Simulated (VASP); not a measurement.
Crystal: LiCl.

```
Li Cl
1.0
     0.00000    2.55603    2.55603
     2.55603    0.00000    2.55603
     2.55603    2.55603    0.00000
Li Cl
1 1
Direct
  0.00000 0.00000 0.00000
  0.50000 0.50000 0.50000
```

Base run:

- Program: VASP 6.6.1
- Functional: LDA
- Potentials or basis: VASP PAW LDA potentials, release 64 (Li_sv, Cl)
- Cutoff: 520 eV
- k mesh: 8 × 8 × 8
- Occupations: gaussian, width 0.01 eV
- Spin: no spin polarisation

Its results: band gap on the k mesh 6.06 eV, direct.

Problem. The run is repeated on the same cell with these changes: functional from LDA to r2SCAN; potentials or basis from VASP PAW LDA potentials, release 64 (Li_sv, Cl) to VASP PAW PBE potentials, release 64 (Li_sv, Cl). What comes out?

Solution. Band gap on the k mesh 7.36 eV, direct.

A k mesh can miss the band edges.
